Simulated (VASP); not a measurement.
Wanted: the native input for a VASP 6.6.1 run.

| Item | Value |
| --- | --- |
| Task | single point |
| Functional | r2SCAN |
| Potentials or basis | VASP PAW PBE potentials, release 64 (K_sv, I) |
| Cutoff | 520 eV |
| k mesh | 6 × 6 × 4 |
| Occupations | gaussian, width 0.01 eV |
| Spin | no spin polarisation |
| Dipole correction | no |
| Further INCAR settings | ALGO = Normal; EDIFF = 1e-06; NBANDS = 24 |

Crystal: KI.

```
K I
1.0
     6.03945    0.00000    0.00000
    -3.01973    5.23032    0.00000
     0.00000    0.00000    7.03912
K I
2 2
Cartesian
  0.0000 3.4869 -0.4399
  3.0197 1.7434 3.0796
  0.0000 3.4869 3.0796
  3.0197 1.7434 6.5992
```

The input as run:

POSCAR

```
KI
1.0
    6.0394507886      0.0000000000      0.0000000000
   -3.0197253943      5.2303178079      0.0000000000
    0.0000000000      0.0000000000      7.0391247712
K I
2 2
Direct
    0.3333333333      0.6666666667     -0.0625000000
    0.6666666667      0.3333333333      0.4375000000
    0.3333333333      0.6666666667      0.4375000000
    0.6666666667      0.3333333333      0.9375000000
```

INCAR.step1

```
SYSTEM = KI
ALGO = Normal
EDIFF = 1E-4
ENCUT = 520
GGA = PE
ISMEAR = 0
LASPH = .True.
LCHARG = .False.
LREAL = .False.
LWAVE = .True.
NBANDS = 24
NELM = 60
PREC = Accurate
SIGMA = 0.01
```

INCAR.step2

```
SYSTEM = KI
ALGO = Normal
EDIFF = 1E-6
ENCUT = 520
ISIF = 2
ISMEAR = 0
ISTART = 1
LASPH = .True.
LCHARG = .False.
LMIXTAU = .True.
LREAL = .False.
LWAVE = .False.
METAGGA = R2SCAN
NBANDS = 24
NELM = 60
PREC = Accurate
SIGMA = 0.01
```

KPOINTS

```
k-points
0
Gamma
  6 6 4
  0 0 0
```

Potentials or basis: VASP PAW PBE potentials, release 64 (K_sv, I).

Command:

```console
$ cat potpaw_PBE.64/K_sv/POTCAR potpaw_PBE.64/I/POTCAR > POTCAR
$ cp INCAR.step1 INCAR
$ mpirun -np 1 vasp_std > vasp.out
$ cp INCAR.step2 INCAR
$ mpirun -np 1 vasp_std > vasp.out
```

Results of the run:

The pressure is 0.0 GPa and the band gap on the k mesh is 4.35 eV.

Caveat: the PAW data sets were made with another functional, which shifts forces and pressure a little; spin-orbit coupling is left out, which moves the levels of the heavy elements.

Wall time 3.4 min on 1 thread of Intel(R) Xeon(R) 6975P-C (Granite Rapids) (shared host), peak memory 0.42 GiB.
